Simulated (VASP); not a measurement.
# CdSe in VASP: further runs, part 2 of 2

VASP 6.6.1.

### Step 5. Single point, r2SCAN (strain -0.5%)

The input, POSCAR:

```
CdSe
1.0
    0.0000000000      3.0524420594      3.0524420594
    3.0524420594      0.0000000000      3.0524420594
    3.0524420594      3.0524420594      0.0000000000
Cd Se
1 1
Direct
    0.0000000000      0.0000000000      0.0000000000
    0.2500000000      0.2500000000      0.2500000000
```

The input, INCAR.step1:

```
PREC = Accurate
ENCUT = 520
ISMEAR = 0
SIGMA = 0.01
LREAL = False
LASPH = True
NELM = 60
NBANDS = 16
GGA = PE
ALGO = Normal
EDIFF = 1E-4
LWAVE = True
LCHARG = False
```

The input, INCAR.step2:

```
PREC = Accurate
ENCUT = 520
EDIFF = 1E-6
ISMEAR = 0
SIGMA = 0.01
LREAL = False
LASPH = True
NELM = 60
ALGO = Normal
ISIF = 2
LWAVE = False
LCHARG = True
METAGGA = R2SCAN
LMIXTAU = True
LELF = True
LVHAR = True
NBANDS = 16
ISTART = 1
```

The input, KPOINTS:

```
regular mesh
0
Gamma
  8 8 8
```

Potentials or basis: VASP PAW PBE potentials, release 64 (Cd, Se).

Launch:

```console
$ cat potpaw_PBE.64/Cd/POTCAR potpaw_PBE.64/Se/POTCAR > POTCAR
$ cp INCAR.step1 INCAR
$ mpirun -np 1 vasp_std > vasp.out
$ cp INCAR.step2 INCAR
$ mpirun -np 1 vasp_std > vasp.out
```

OUTCAR:

```text
PREC = Accurate
   ENCUT = 520
   EDIFF = 1E-6
   ISMEAR = 0
   LREAL = False
   LASPH = True
   NELM = 60
   ISIF = 2
   METAGGA = R2SCAN
   ISTART = 1

 ion  position               nearest neighbor table
   1  0.000  0.000  0.000-   2 2.64   2 2.64   2 2.64   2 2.64
   2  0.250  0.250  0.250-   1 2.64   1 2.64   1 2.64   1 2.64

  LATTYP: Found a face centered cubic cell.
 ALAT       =     6.1048841188

  Lattice vectors:

 A1 = (   0.0000000000,   3.0524420594,   3.0524420594)
 A2 = (   3.0524420594,   0.0000000000,   3.0524420594)
 A3 = (   3.0524420594,   3.0524420594,   0.0000000000)

Analysis of symmetry for initial positions (statically):
=====================================================================
 Subroutine PRICEL returns:
 Original cell was already a primitive cell.

 Routine SETGRP: Setting up the symmetry group for a
 face centered cubic supercell.

 Subroutine GETGRP returns: Found 24 space group operations
 (whereof 24 operations were pure point group operations)
 out of a pool of 48 trial point group operations.

The static configuration has the point symmetry T_d .

Analysis of symmetry for dynamics (positions and initial velocities):
=====================================================================
 Subroutine PRICEL returns:
 Original cell was already a primitive cell.

 Routine SETGRP: Setting up the symmetry group for a
 face centered cubic supercell.

 Subroutine GETGRP returns: Found 24 space group operations
 (whereof 24 operations were pure point group operations)
 out of a pool of 48 trial point group operations.

The dynamic configuration has the point symmetry T_d .

 Subroutine INISYM returns: Found 24 space group operations
 (whereof 24 operations are pure point group operations),
 and found     1 'primitive' translations

----------------------------------------------------------------------------------------

                                     Primitive cell

  volume of cell :      56.8817

  direct lattice vectors                    reciprocal lattice vectors
     0.000000000  3.052442059  3.052442059    -0.163803273  0.163803273  0.163803273
     3.052442059  0.000000000  3.052442059     0.163803273 -0.163803273  0.163803273
     3.052442059  3.052442059  0.000000000     0.163803273  0.163803273 -0.163803273

  length of vectors
     4.316804959  4.316804959  4.316804959     0.283715591  0.283715591  0.283715591

  position of ions in fractional coordinates (direct lattice)
     0.000000000  0.000000000  0.000000000
     0.250000000  0.250000000  0.250000000

  ion indices of the primitive-cell ions
   primitive index   ion index
                 1           1
                 2           2

----------------------------------------------------------------------------------------

 KPOINTS: regular mesh

Automatic generation of k-mesh.
 Grid dimensions read from file:
 generate k-points for:    8    8    8

 Generating k-lattice:

  Cartesian coordinates                     Fractional coordinates (reciprocal lattice)
    -0.020475409  0.020475409  0.020475409     0.125000000  0.000000000  0.000000000
     0.020475409 -0.020475409  0.020475409     0.000000000  0.125000000  0.000000000
     0.020475409  0.020475409 -0.020475409     0.000000000  0.000000000  0.125000000

  Length of vectors
     0.035464449  0.035464449  0.035464449

  Shift w.r.t. Gamma in fractional coordinates (k-lattice)
     0.000000000  0.000000000  0.000000000

 Subroutine IBZKPT returns following result:
 ===========================================

 Found     29 irreducible k-points:

 Following reciprocal coordinates:
            Coordinates               Weight
  0.000000  0.000000  0.000000      1.000000
  0.125000  0.000000  0.000000      8.000000
  0.250000  0.000000  0.000000      8.000000
  0.375000  0.000000  0.000000      8.000000
  0.500000  0.000000  0.000000      4.000000
  0.125000  0.125000  0.000000      6.000000
[... 16 lines left out ...]
  0.500000  0.250000  0.125000     48.000000
 -0.375000  0.250000  0.125000     24.000000
 [... further k-points ...]
   k-points           NKPTS =     29   k-points in BZ     NKDIM =     29   number of bands    NBANDS=     16
   number of dos      NEDOS =    301   number of ions     NIONS =      2
   total plane-waves  NPLWV =  32768
   dimension x,y,z NGX =    32 NGY =   32 NGZ =   32
   dimension x,y,z NGXF=    64 NGYF=   64 NGZF=   64
   ions per type =               1   1
   NGX,Y,Z   is equivalent  to a cutoff of  12.32, 12.32, 12.32 a.u.
   NGXF,Y,Z  is equivalent  to a cutoff of  24.65, 24.65, 24.65 a.u.
 SYSTEM =  unknown system
   PREC   = accura    normal or accurate (medium, high low for compatibility)
   ISTART =      1    job   : 0-new  1-cont  2-samecut
   ICHARG =      0    charge: 1-file 2-atom 10-const
   ISPIN  =      1    spin polarized calculation?
   LNONCOLLINEAR =      F non collinear calculations
   LSORBIT =      F    spin-orbit coupling
   LASPH  =      T    aspherical Exc in radial PAW
   ENCUT  =  520.0 eV  38.22 Ry    6.18 a.u.   8.03  8.03  8.03*2*pi/ulx,y,z
   NELM   =     60;   NELMIN=  2; NELMDL=  0     # of ELM steps
   EDIFF  = 0.1E-05   stopping-criterion for ELM
   LREAL  =      F    real-space projection
   EDIFFG = 0.1E-04   stopping-criterion for IOM
   NSW    =      0    number of steps for IOM
   IBRION =     -1    ionic relax: 0-MD 1-quasi-New 2-CG
   NFREE  =      0    steps in history (QN), initial steepest desc. (CG)
   ISIF   =      2    stress and relaxation
   ISYM   =      2    0-nonsym 1-usesym 2-fastsym
   POTIM  = 0.5000    time-step for ionic-motion
   TEBEG  =    0.0;   TEEND  =   0.0 temperature during run
   PSTRESS=    0.0 pullay stress
   NELECT =      18.0000    total number of electrons
   NUPDOWN=      -1.0000    fix difference up-down
   EMIN   =  10.00;   EMAX   =-10.00  energy-range for DOS
   EFERMI =   0.00;   METHOD = LEGACY
   ISMEAR =     0;   SIGMA  =   0.01  broadening in eV -4-tet -1-fermi 0-gaus
   EFERMI_NEDOS =   21; number of points for ismear=-14 and -15
   IALGO  =     38    algorithm
   IMIX   =      4    mixing-type and parameters
     AMIX     =   0.40;   BMIX     =  1.00
     AMIX_MAG =   1.60;   BMIX_MAG =  1.00
  volume/ion in A,a.u.               =      28.44       191.93
  Fermi-wavevector in a.u.,A,eV,Ry     =   1.115599  2.108177 16.933292  1.244562
  Thomas-Fermi vector in A             =   2.252205
   LORBIT       =      0    0 simple, 1 ext, 2 COOP (PROOUT), +10 PAW based schemes
   METAGGA = R2SCAN    functional components
   LHFCALC =     F    Hartree Fock is set to
   AEXX    =    0.0000 exact exchange contribution
   IVDW    =     0    specifies the selected vdW correction
   LEPSILON=     F    determine dielectric tensor
   LRPA    =     F    only Hartree local field effects (RPA)
 non-spin polarized calculation
 Gauss-broadening in eV      SIGMA  =   0.01
  energy-cutoff  :      520.00
  volume of cell :       56.88
 maximum number of plane-waves:      1543
   NGX = 17   NGY = 17   NGZ = 17

 number of electron      18.0000005 magnetization

 Free energy of the ion-electron system (eV)
  ---------------------------------------------------
  ext. energy  EPLUGINS =         0.00000000
  ---------------------------------------------------
  free energy    TOTEN  =       -35.91259066 eV

  energy without entropy =      -35.91259066  energy(sigma->0) =      -35.91259066

 E-fermi :   0.6784     XC(G=0):  -9.3748

 val. band max:        0.5553629623   @ k =   0.0000   0.0000   0.0000
 cond. band min:       1.6167558374   @ k =   0.0000   0.0000   0.0000
 fundamental gap:      1.0613928751
 Fermi energy:         0.6783976329

 k-point     1 :       0.0000    0.0000    0.0000
  band No.  band energies     occupation
      1     -12.4010      2.00000
      2      -7.5741      2.00000
      3      -7.5741      2.00000
      4      -7.5741      2.00000
      5      -7.1845      2.00000
      6      -7.1845      2.00000
[... 8 lines left out ...]
     15      12.1823      0.00000
     16      12.1823      0.00000

 k-point     2 :       0.1250    0.0000    0.0000
  band No.  band energies     occupation
      1     -12.3476      2.00000
      2      -7.5566      2.00000
      3      -7.5566      2.00000
      4      -7.5228      2.00000
      5      -7.1852      2.00000
      6      -7.1852      2.00000
[... 8 lines left out ...]
     15      11.3817      0.00000
     16      11.5723      0.00000
[... 387 lines left out ...]
      5      -7.1623      2.00000
      6      -6.9452      2.00000
[... 8 lines left out ...]
     15      13.0811      0.00000
     16      13.7182      0.00000

 k-point    24 :      -0.3750    0.2500    0.1250
  band No.  band energies     occupation
      1     -11.9729      2.00000
      2      -7.4371      2.00000
      3      -7.4149      2.00000
      4      -7.2034      2.00000
      5      -7.1681      2.00000
      6      -6.8017      2.00000
[... 8 lines left out ...]
     15      12.7854      0.00000
     16      13.8041      0.00000

 [... further k-points ...]
[... 5 lines left out ...]
  --------------------------------------------------------------------------------------
  -------------------------------------------------------------------------------------
  Total        0.3567255      0.3567255      0.3567255      0.0000000      0.0000000     -0.0000000
  in kB       10.0478339     10.0478339     10.0478339      0.0000000      0.0000000     -0.0000000
  external PRESSURE =      10.0478339 kB  Pullay stress =       0.0000000 kB

 VOLUME and BASIS-vectors are now :
 -----------------------------------------------------------------------------
  energy-cutoff  :      520.00
  volume of cell :       56.88
      direct lattice vectors                 reciprocal lattice vectors
     0.000000000  3.052442059  3.052442059    -0.163803273  0.163803273  0.163803273
     3.052442059  0.000000000  3.052442059     0.163803273 -0.163803273  0.163803273
     3.052442059  3.052442059  0.000000000     0.163803273  0.163803273 -0.163803273

 POSITION                                       TOTAL-FORCE (eV/Angst)
 -----------------------------------------------------------------------------------
      0.00000      0.00000      0.00000        -0.000000      0.000000     -0.000000
      1.52622      1.52622      1.52622         0.000000     -0.000000      0.000000
 -----------------------------------------------------------------------------------
    total drift:                               -0.000002     -0.000002     -0.000002

  FREE ENERGIE OF THE ION-ELECTRON SYSTEM (eV)
  ---------------------------------------------------
  free  energy   TOTEN  =       -35.9125906591 eV

  energy  without entropy=      -35.9125906591  energy(sigma->0) =      -35.91259066
```

It took 65 s on 1 thread of Intel Xeon 6975P-C (Granite Rapids), shared host; peak memory 0.19 GiB.

What came out:

| Property | Result |
| --- | --- |
| Free energy | -35.9126 eV |
| Pressure | 1.0 GPa |
| Band gap on the k mesh | 1.06 eV, direct |

Caveat: the cell differs from its parent crystal (strain -0.5%); the PAW data sets were made with another functional, which shifts forces and pressure a little.

### Step 6. Single point, r2SCAN (epitaxial xy strain +0.5%)

The input, POSCAR:

```
CdSe
1.0
    0.0000000000      3.0831198690      3.0432345071
    3.0831198690      0.0000000000      3.0432345071
    3.0831198690      3.0831198690      0.0000000000
Cd Se
1 1
Direct
    0.0000000000      0.0000000000      0.0000000000
    0.2500000000      0.2500000000      0.2500000000
```

The input, INCAR.step1:

```
  ALGO = Normal
  EDIFF = 1E-4
  ENCUT = 520
  GGA = PE
  ISMEAR = 0
  LASPH = T
  LCHARG = F
  LREAL = F
  LWAVE = T
  NBANDS = 16
  NELM = 60
  PREC = Accurate
  SIGMA = 0.01
```

The input, INCAR.step2:

```
  ALGO = Normal
  EDIFF = 1E-6
  ENCUT = 520
  ISIF = 2
  ISMEAR = 0
  ISTART = 1
  LASPH = T
  LCHARG = F
  LMIXTAU = T
  LREAL = F
  LWAVE = F
  METAGGA = R2SCAN
  NBANDS = 16
  NELM = 60
  PREC = Accurate
  SIGMA = 0.01
```

The input, KPOINTS:

```
k-points
0
Gamma
  8 8 8
```

Potentials or basis: VASP PAW PBE potentials, release 64 (Cd, Se).

Launch:

```console
$ cat potpaw_PBE.64/Cd/POTCAR potpaw_PBE.64/Se/POTCAR > POTCAR
$ cp INCAR.step1 INCAR
$ mpirun -np 1 vasp_std > vasp.out
$ cp INCAR.step2 INCAR
$ mpirun -np 1 vasp_std > vasp.out
```

Wall time 2 min (1 thread of Intel Xeon 6975P-C (Granite Rapids), shared host); peak memory 0.22 GiB.

The run converged. Its results:

- Free energy: -35.9156 eV
- Pressure: 0.1 GPa
- Band gap on the k mesh: 1.00 eV, direct

Stress tensor (GPa, compression positive):
```
0.01 0.00 0.00
0.00 0.01 0.00
0.00 0.00 0.23
```

Levels at points of the mesh, in eV from the valence-band top:
```
           k point  band 7  band 8  band 9  band 10  band 11  band 12
(0.00, 0.00, 0.00)   -0.04   -0.04    0.00     1.00     6.44     6.45
(0.50, 0.00, 0.00)   -4.29   -0.77   -0.72     2.80     6.85     6.94
(0.50, 0.50, 0.00)   -3.93   -1.85   -1.85     3.45     4.03     9.61
(0.50, 0.00, 0.50)   -4.01   -1.81   -1.79     3.49     4.14     9.48
```

Caveat: the cell differs from its parent crystal (epitaxial xy strain +0.5%); the PAW data sets were made with another functional, which shifts forces and pressure a little.

### Step 7. Summary

| level | cell | k mesh | smearing | gap on the mesh (eV) | pressure (GPa) |
| --- | --- | --- | --- | --- | --- |
| PBE | a = 4.338 Å, angles 60.0°, 2 atoms | 4 × 4 × 4 | gaussian 0.01 eV | 0.54 | 1.9 |
| PBE | a = 4.339, b = 4.339, c = 4.317 Å, angles 60.2, 60.2, 60.3°, 2 atoms | 4 × 4 × 4 | gaussian 0.01 eV | 0.52 | 1.9 |
| PBE | a = 4.317 Å, angles 60.0°, 2 atoms | 8 × 8 × 8 | fermi-dirac 0.02 eV | 0.59 | 2.5 |
| r2SCAN | a = 4.317 Å, angles 60.0°, 2 atoms | 8 × 8 × 8 | gaussian 0.01 eV | 1.06 | 1.0 |
| r2SCAN | a = 4.332, b = 4.332, c = 4.360 Å, angles 59.8, 59.8, 60.4°, 2 atoms | 8 × 8 × 8 | gaussian 0.01 eV | 1.00 | 0.1 |

Alike in all rows: task single point; potentials or basis VASP PAW PBE potentials, release 64 (Cd, Se); no spin polarisation; cutoff (eV) 520.

Caveats: some runs use coarse meshes; the PAW data sets were made with another functional, which shifts forces and pressure a little (some runs).

Total energies depend on the potentials used, so only differences within one code and one set of settings carry meaning.
